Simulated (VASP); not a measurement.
Input of a VASP 6.6.1 run:

The input INCAR:

```
SYSTEM = BN
  PREC = Accurate
  ENCUT = 600
  EDIFF = 1E-6
  ISMEAR = 0
  SIGMA = 0.01
  LREAL = .False.
  LASPH = .True.
  NELM = 120
  ALGO = Normal
  ISIF = 2
  LWAVE = .False.
  LCHARG = .False.
  GGA = CA
  NBANDS = 16
  GGA_COMPAT = .False.
```

The input KPOINTS:

```
regular mesh
0
Gamma
  8 8 3
  0 0 0
```

POSCAR

```
BN
1.0
    2.4982400000      0.0000000000      0.0000000000
   -1.2491200000      2.1635393048      0.0000000000
    0.0000000000      0.0000000000      6.6357000000
B N
2 2
Direct
    0.3333333333      0.6666666667      0.2500000000
    0.6666666667      0.3333333333      0.7500000000
    0.3333333333      0.6666666667      0.7500000000
    0.6666666667      0.3333333333      0.2500000000
```

Potentials or basis: VASP PAW LDA potentials, release 64 (B, N).

Command:

```bash
$ cat potpaw_LDA.64/B/POTCAR potpaw_LDA.64/N/POTCAR > POTCAR
$ mpirun -np 1 vasp_std > vasp.out
```

(1) Predict the band gap on the k mesh.

(2) Estimate the pressure.

Answers

(1) 4.07 eV (least direct gap 4.52 eV).

(2) -2.7 GPa.

Caveat: an odd mesh through Γ misses points on the zone boundary, where band edges can lie.
